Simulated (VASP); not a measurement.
**LiF (a.b): single point with PBEsol**

The system is LiF (a.b).

```
Li F
1.0
     0.00000    2.00317    2.00317
     2.00317    0.00000    2.00317
     2.00317    2.00317    0.00000
Li F
1 1
Direct
  0.00000 0.00000 0.00000
  0.50000 0.50000 0.50000
```

```json
{
 "Program": "VASP 6.6.1",
 "Task": "single point",
 "Functional": "PBEsol",
 "Potentials or basis": "VASP PAW PBE potentials, release 64 (Li_sv, F)",
 "Cutoff": "750 eV",
 "k mesh": "10 × 10 × 10",
 "Occupations": "gaussian, width 0.02 eV",
 "Spin": "no spin polarisation",
 "Dipole correction": "no",
 "Further INCAR settings": "ALGO = Normal; EDIFF = 1e-06; NBANDS = 12"
}
```

The pressure is -0.3 GPa. The band gap on the k mesh is 9.05 eV, direct.

Levels at points of the mesh, in eV from the valence-band top:
```csv
k point,band 2,band 3,band 4,band 5,band 6,band 7,band 8,band 9
"(0.00, 0.00, 0.00)",-19.91,0.00,0.00,0.00,9.05,24.04,24.04,24.04
"(0.50, 0.00, 0.00)",-19.45,-2.61,-0.24,-0.24,10.66,16.73,18.88,18.88
"(0.50, 0.50, 0.00)",-19.17,-3.13,-1.04,-1.04,14.78,16.27,17.51,20.27
```

Wall time 22 s on 1 thread of Intel Xeon 8259CL, on a shared host, peak memory 0.15 GiB.

Caveat: the PAW data sets were made with another functional, which shifts forces and pressure a little. A k mesh can miss the band edges.
